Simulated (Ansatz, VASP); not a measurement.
**Pd: VASP beside Ansatz**

Contents of INCAR:

```
  PREC = Accurate
  ENCUT = 500
  EDIFF = 1E-6
  ISMEAR = -1
  SIGMA = 0.05
  LREAL = F
  LASPH = T
  NELM = 120
  ALGO = Normal
  ISIF = 2
  LWAVE = F
  LCHARG = F
  GGA = PE
  NBANDS = 17
  GGA_COMPAT = F
```

Contents of KPOINTS:

```
regular mesh
0
Gamma
  5 5 3
```

POSCAR

```
Pd
1.0
    4.2464280000      0.0000000000      0.0000000000
   -2.1232140000      3.6775150000      0.0000000000
    0.0000000000      0.0000000000      5.7803880000
Pd
2
Direct
    0.0000000000      0.0000000000      0.0000000000
    0.3333330000      0.6666670000      0.0000000000
```

Input for Ansatz:

```yaml
crystal:
  lattice:
  - [4.246428, 0.0, 0.0]
  - [-2.123214, 3.677515, 0.0]
  - [0.0, 0.0, 5.780388]
  atoms:
  - symbol: Pd
    position: [0.0, 0.0, 0.0]
  - symbol: Pd
    position: [0.333333, 0.666667, 0.0]
kpoints:
  mp_grid:
    grid: [5, 5, 3]
    shift: [0.0, 0.0, 0.0]
hamiltonian:
  xc: pbe
  dispersion: none
  pseudopotentials:
    kind: all_electron
    lapw: {basis_error: 0.025 meV}
magnetization: {spin_polarized: false}
scf:
  occupations: {method: fermi_dirac, width: 0.05 eV}
  convergence: {dr2_threshold: 2e-10 eV}
  max_iter: 300
  n_bands: 56
output: {forces: true, stress: true}
```

Alike in both runs: task single point; functional PBE; k mesh 5 × 5 × 3; no spin polarisation.

|  | VASP | Ansatz |
| --- | --- | --- |
| version | VASP 6.6.1 | Ansatz 0.2 development build |
| potentials or method | VASP PAW PBE potentials, release 64 (Pd), cutoff 500 eV | all-electron full-potential LAPW, scalar-relativistic |
| occupations | fermi-dirac, width 0.05 eV | fermi-dirac |

|  | VASP | Ansatz | Ansatz less VASP |
| --- | --- | --- | --- |
| pressure (GPa) | 0.6 | 0.8 | +0.15 |
| traceless stress, the component that is largest in VASP (GPa) | -0.70 | -0.84 | -0.143 |

Ansatz ran all-electron here, and VASP with PAW potentials. Ansatz's warnings: structure snapped to symmetry.

The k mesh is coarse, so the values compare programs but aren't converged.
